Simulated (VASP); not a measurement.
# Re (P6_3/mmc) in VASP: a series of runs, part 2 of 2

VASP 6.6.1. The steps go on from the part before.

### Step 3. Single point, PBE

This run uses another cell than the first one, of 13.66 Å³/atom, 1.036 times its volume.

File INCAR:

```
SYSTEM = Re
ALGO = Normal
EDIFF = 1E-6
ENCUT = 520
GGA = PE
ISIF = 2
ISMEAR = -1
LASPH = .True.
LCHARG = .True.
LELF = .True.
LREAL = .False.
LVHAR = .True.
LWAVE = .False.
NBANDS = 14
NELM = 60
PREC = Accurate
SIGMA = 0.05
```

File KPOINTS:

```
k-points
0
Gamma
  10 10 6
  0 0 0
```

File POSCAR:

```
Re
1.0
    2.6901292541      0.0000000000      0.0000000000
   -1.3450646271      2.3297202735      0.0000000000
    0.0000000000      0.0000000000      4.3578482000
Re
2
Direct
    0.3333333333      0.6666666667      0.2500000000
    0.6666666667      0.3333333333      0.7500000000
```

Potentials or basis: VASP PAW PBE potentials, release 64 (Re).

The run is started by

```sh
cat potpaw_PBE.64/Re/POTCAR > POTCAR
mpirun -np 1 vasp_std > vasp.out
```

OUTCAR:

```text
SYSTEM = Re
   EDIFF = 1E-6
   ENCUT = 520
   GGA = PE
   ISIF = 2
   ISMEAR = -1
   LASPH = .True.
   LREAL = .False.
   NELM = 60
   PREC = Accurate

 ion  position               nearest neighbor table
   1  0.333  0.667  0.250-   2 2.68   2 2.68   2 2.68   2 2.68   2 2.68   2 2.68
   2  0.667  0.333  0.750-   1 2.68   1 2.68   1 2.68   1 2.68   1 2.68   1 2.68

  LATTYP: Found a hexagonal cell.
 ALAT       =     2.6901292541
 C/A-ratio  =     1.6199400803

  Lattice vectors:

 A1 = (   2.6901292541,   0.0000000000,   0.0000000000)
 A2 = (  -1.3450646271,   2.3297202735,   0.0000000000)
 A3 = (   0.0000000000,   0.0000000000,   4.3578482000)

Analysis of symmetry for initial positions (statically):
=====================================================================
 Subroutine PRICEL returns:
 Original cell was already a primitive cell.

 Routine SETGRP: Setting up the symmetry group for a
 hexagonal supercell.

 Subroutine GETGRP returns: Found 24 space group operations
 (whereof 12 operations were pure point group operations)
 out of a pool of 24 trial point group operations.

The static configuration has the point symmetry D_3d.
 The point group associated with its full space group is D_6h.
[... 170 lines left out ...]
  band No.  band energies     occupation
      1      -1.5445      2.00000
      2       1.6432      2.00000
      3       7.0165      2.00000
      4       7.0595      2.00000
      5       7.0595      2.00000
      6       7.9942      2.00000
      7       7.9942      2.00000
      8       9.0585      0.03121
      9       9.0585      0.03121
     10       9.6023      0.00000
     11      12.5618      0.00000
     12      12.5618      0.00000
     13      19.8479      0.00000
     14      23.0897      0.00000
[... 377 lines left out ...]
      1       2.1909      2.00000
      2       2.7951      2.00000
      3       4.1050      2.00000
      4       5.2405      2.00000
      5       6.6187      2.00000
      6       8.2674      1.99998
      7       8.5050      1.99804
      8      12.2706      0.00000
      9      12.7484      0.00000
     10      13.3725      0.00000
     11      15.0530      0.00000
     12      17.4482      0.00000
     13      19.7430      0.00000
     14      21.6672      0.00000

 [... further k-points ...]
[... 5 lines left out ...]
  --------------------------------------------------------------------------------------
  -------------------------------------------------------------------------------------
  Total        6.8904996      6.8904996      6.8358657     -0.0000000      0.0000000     -0.0000000
  in kB      404.2148567    404.2148567    401.0098864     -0.0000000      0.0000000     -0.0000000
  external PRESSURE =     403.1465332 kB  Pullay stress =       0.0000000 kB

 VOLUME and BASIS-vectors are now :
 -----------------------------------------------------------------------------
  energy-cutoff  :      520.00
  volume of cell :       27.31
      direct lattice vectors                 reciprocal lattice vectors
     2.690129254  0.000000000  0.000000000     0.371729350  0.214618041  0.000000000
    -1.345064627  2.329720273  0.000000000     0.000000000  0.429236081  0.000000000
     0.000000000  0.000000000  4.357848200     0.000000000  0.000000000  0.229471049

 POSITION                                       TOTAL-FORCE (eV/Angst)
 -----------------------------------------------------------------------------------
     -0.00000      1.55315      1.08946         0.000000      0.000000      0.000000
      1.34506      0.77657      3.26839        -0.000000      0.000000      0.000000
 -----------------------------------------------------------------------------------
    total drift:                               -0.000000      0.000000     -0.000000

  FREE ENERGIE OF THE ION-ELECTRON SYSTEM (eV)
  ---------------------------------------------------
  free  energy   TOTEN  =       -24.5581401834 eV

  energy  without entropy=      -24.5471340770  energy(sigma->0) =      -24.55263713
```

stdout:

```text
POSCAR found type information on POSCAR Re
 POSCAR found :  1 types and       2 ions
 scaLAPACK will be used
 LDA part: xc-table for (Slater+PW92), standard interpolation
 POSCAR, INCAR and KPOINTS ok, starting setup
 FFT: planning ... GRIDC
 FFT: planning ... GRID_SOFT
 FFT: planning ... GRID
 WAVECAR not read
 entering main loop
```

Run time: 37 s. Hardware: 1 thread of Intel Xeon 8259CL, shared host; peak memory 0.15 GiB.

Results:

| Property | Result |
| --- | --- |
| Free energy | -24.5581 eV |
| Pressure | 40.3 GPa |
| Band gap on the k mesh | zero (band 7 reaches 10.73 eV, above the bottom of band 8 at 6.93 eV) |

Stress tensor (GPa, compression positive):
```
40.42  0.00  0.00
 0.00 40.42  0.00
 0.00  0.00 40.10
```

Caveat: spin-orbit coupling is left out, which moves the levels of the heavy elements.

### Step 4. Single point, PBE

This run uses another cell than the first one, of 14.22 Å³/atom, 1.079 times its volume.

File INCAR:

```
PREC     = Accurate       # precision mode
ENCUT    = 520            # plane-wave cutoff, eV
EDIFF    = 1E-6           # SCF threshold, eV
ISMEAR   = -1             # smearing method
SIGMA    = 0.05           # smearing width, eV
LREAL    = F              # projectors in reciprocal space
LASPH    = T              # aspherical terms in the spheres
NELM     = 60             # most SCF steps
ALGO     = Normal         # electronic algorithm
ISIF     = 2              # what is computed and relaxed
LWAVE    = F              # write WAVECAR
LCHARG   = T              # write CHGCAR
GGA      = PE             # functional
LELF     = T              # ELF
LVHAR    = T            
NBANDS   = 14             # bands
```

File KPOINTS:

```
Automatic mesh
0
Gamma
  10 10 6
```

File POSCAR:

```
Re
1.0
    2.7275650375      0.0000000000      0.0000000000
   -1.3637825188      2.3621406130      0.0000000000
    0.0000000000      0.0000000000      4.4151328873
Re
2
Direct
    0.3333333333      0.6666666667      0.2500000000
    0.6666666667      0.3333333333      0.7500000000
```

The run is started by

```sh
cat potpaw_PBE.64/Re/POTCAR > POTCAR
mpirun -np 1 vasp_std > vasp.out
```

Run time: 40 s. Hardware: 1 thread of Intel Xeon 8259CL, shared host; peak memory 0.15 GiB.

It converged, with:

```yaml
Free_energy: -24.7697 eV
Pressure: 19.9 GPa
Band_gap_on_the_k_mesh: zero (band 7 reaches 10.04 eV, above the bottom of band 8 at 6.52 eV)
```

Stress tensor (GPa, compression positive):
```
20.00  0.00  0.00
 0.00 20.00  0.00
 0.00  0.00 19.69
```

Levels at points of the mesh, in eV from the Fermi level:
| k point | band 4 | band 5 | band 6 | band 7 | band 8 | band 9 | band 10 | band 11 |
| --- | --- | --- | --- | --- | --- | --- | --- | --- |
| (0.00, 0.00, 0.00) | -1.67 | -1.67 | -0.80 | -0.80 | 0.20 | 0.20 | 0.65 | 3.51 |
| (0.50, 0.00, 0.00) | -2.04 | -1.75 | -1.46 | -0.65 | 4.19 | 4.58 | 4.75 | 6.36 |
| (0.00, 0.00, 0.50) | -2.51 | -1.80 | -1.80 | -1.80 | -1.80 | 2.67 | 2.67 | 2.67 |
| (0.50, 0.00, 0.50) | -4.32 | 0.40 | 0.40 | 0.99 | 0.99 | 4.52 | 4.52 | 5.00 |

Caveat: spin-orbit coupling is left out, which moves the levels of the heavy elements.

### Step 5. Single point, PBE

This run uses another cell than the first one, of 14.94 Å³/atom, 1.133 times its volume.

File INCAR:

```
  PREC = Accurate
  ENCUT = 520
  EDIFF = 1E-6
  ISMEAR = -1
  SIGMA = 0.05
  LREAL = F
  LASPH = T
  NELM = 60
  ALGO = Normal
  ISIF = 2
  LWAVE = F
  LCHARG = F
  GGA = PE
  NBANDS = 14
```

KPOINTS is that of step 4.

File POSCAR:

```
Re
1.0
    2.7739295987      0.0000000000      0.0000000000
   -1.3869647993      2.4022935007      0.0000000000
    0.0000000000      0.0000000000      4.4843844065
Re
2
Direct
    0.3333333333      0.6666666667      0.2500000000
    0.6666666667      0.3333333333      0.7500000000
```

The run is started by

```sh
cat potpaw_PBE.64/Re/POTCAR > POTCAR
mpirun -np 1 vasp_std > vasp.out
```

It took 44 s on 1 thread of Intel Xeon 8259CL, shared host; peak memory 0.17 GiB.

Results (log left out):

- Free energy: -24.8538 eV
- Pressure: -0.5 GPa
- Band gap on the k mesh: zero (band 7 reaches 9.27 eV, above the bottom of band 8 at 6.04 eV)

Stress tensor (GPa, compression positive):
```
-0.42  0.00  0.00
 0.00 -0.42  0.00
 0.00  0.00 -0.61
```

Levels at points of the mesh, in eV from the Fermi level:
| k point | band 5 | band 6 | band 7 | band 8 | band 9 | band 10 |
| --- | --- | --- | --- | --- | --- | --- |
| (0.00, 0.00, 0.00) | -1.54 | -0.73 | -0.73 | 0.19 | 0.19 | 0.56 |
| (0.50, 0.00, 0.00) | -1.74 | -1.37 | -0.61 | 3.88 | 4.25 | 4.40 |
| (0.00, 0.00, 0.50) | -1.67 | -1.67 | -1.67 | -1.67 | 2.48 | 2.48 |
| (0.50, 0.00, 0.50) | 0.39 | 0.39 | 0.88 | 0.88 | 4.18 | 4.18 |

Caveat: spin-orbit coupling is left out, which moves the levels of the heavy elements.

### Step 6. Overview

| cell | gap on the mesh (eV) | pressure (GPa) |
| --- | --- | --- |
| a = 2.659, b = 2.659, c = 4.308 Å, angles 90.0, 90.0, 120.0°, 2 atoms | none | 60.8 |
| a = 2.690, b = 2.690, c = 4.358 Å, angles 90.0, 90.0, 120.0°, 2 atoms | none | 40.3 |
| a = 2.728, b = 2.728, c = 4.415 Å, angles 90.0, 90.0, 120.0°, 2 atoms | none | 19.9 |
| a = 2.774, b = 2.774, c = 4.484 Å, angles 90.0, 90.0, 120.0°, 2 atoms | none | -0.5 |

Alike in all rows: task single point; level PBE; potentials or basis VASP PAW PBE potentials, release 64 (Re); no spin polarisation; k mesh 10 × 10 × 6; cutoff (eV) 520; smearing fermi-dirac 0.05 eV.

Caveats: spin-orbit coupling is left out, which moves the levels of the heavy elements.

Absolute energies hang on the potentials; compare differences alone.
